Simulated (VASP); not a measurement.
A run of VASP 6.6.1 is set up as follows.

The input INCAR:

```
ALGO = Normal ; EDIFF = 1E-6
ENCUT = 520 ; GGA = CA
ISIF = 2 ; ISMEAR = 0
LASPH = True ; LCHARG = False
LREAL = False ; LWAVE = False
NBANDS = 13 ; NELM = 80
PREC = Accurate ; SIGMA = 0.1
```

File KPOINTS:

```
k-points
0
Gamma
  8 8 8
```

Contents of POSCAR:

```
Mo
1.0
   -1.5561832938      1.5561832938      1.5561832938
    1.5561832938     -1.5561832938      1.5561832938
    1.5561832938      1.5561832938     -1.5561832938
Mo
1
Direct
    0.0000000000      0.0000000000      0.0000000000
```

Potentials or basis: VASP PAW LDA potentials, release 64 (Mo_sv).

The run is started by

```console
$ cat potpaw_LDA.64/Mo_sv/POTCAR > POTCAR
$ mpirun -np 1 vasp_std > vasp.out
```

(1) What does it give for the band gap on the k mesh?

(2) What does it give for the pressure?

## Answers

(1) zero (band 7 reaches 17.29 eV, above the bottom of band 8 at 11.62 eV).

(2) 1.3 GPa.
